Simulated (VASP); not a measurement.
**SnGeO2: single point with PBE**

The system is SnGeO2.

```xyz
4
Lattice="3.7483 0.0000 0.0000 0.0000 3.7483 0.0000 0.0000 0.0000 4.8073" Properties=species:S:1:pos:R:3 pbc="T T T"
Sn    1.8741    1.8741    1.1563
Ge    0.0000    0.0000    3.7637
O     0.0000    1.8741    4.7509
O     1.8741    0.0000    4.7509
```

```
Program             : VASP 6.6.1
Task                : single point
Functional          : PBE
Potentials or basis : VASP PAW PBE potentials, release 64 (Sn_d, Ge_d, O_h)
Cutoff              : 1340 eV
k mesh              : 8 × 8 × 6
Occupations         : gaussian, width 0.02 eV
Spin                : no spin polarisation
```

```json
{"Pressure": "0.2 GPa", "Largest force": "0.066 eV/Å", "Band gap on the k mesh": "1.00 eV (least direct gap 2.21 eV)"}
```

Forces on the atoms (eV/Å):
```
Sn   0.000  0.000  0.066
Ge   0.000  0.000 -0.064
O    0.000  0.000 -0.001
O    0.000  0.000 -0.001
```

Levels at points of the mesh, in eV from the valence-band top:
| k point | band 17 | band 18 | band 19 | band 20 | band 21 | band 22 | band 23 | band 24 |
| --- | --- | --- | --- | --- | --- | --- | --- | --- |
| (0.00, 0.00, 0.00) | -2.91 | -2.58 | -2.58 | -0.21 | 2.46 | 4.56 | 5.50 | 5.50 |
| (0.50, 0.00, 0.00) | -4.40 | -4.13 | -2.07 | -1.98 | 2.91 | 4.14 | 5.60 | 6.16 |
| (0.50, 0.50, 0.00) | -1.98 | -1.81 | -1.73 | -1.21 | 1.00 | 1.00 | 4.83 | 5.32 |
| (0.00, 0.00, 0.50) | -2.98 | -2.60 | -2.60 | -1.45 | 1.57 | 3.68 | 3.68 | 4.21 |
| (0.50, 0.00, 0.50) | -4.75 | -4.09 | -1.21 | -1.08 | 2.73 | 3.63 | 5.77 | 6.18 |
| (0.50, 0.50, 0.50) | -2.43 | -2.05 | -1.98 | -1.73 | 3.31 | 3.31 | 4.47 | 4.47 |

Run time: 7.1 min on 1 thread of Intel(R) Xeon(R) Platinum 8124M CPU @ 3.00GHz (Skylake/Cascade Lake), with other jobs on the host, peak memory 0.7 GiB.

Caveat: spin-orbit coupling is left out, which moves the levels of the heavy elements. A k mesh can miss the band edges.
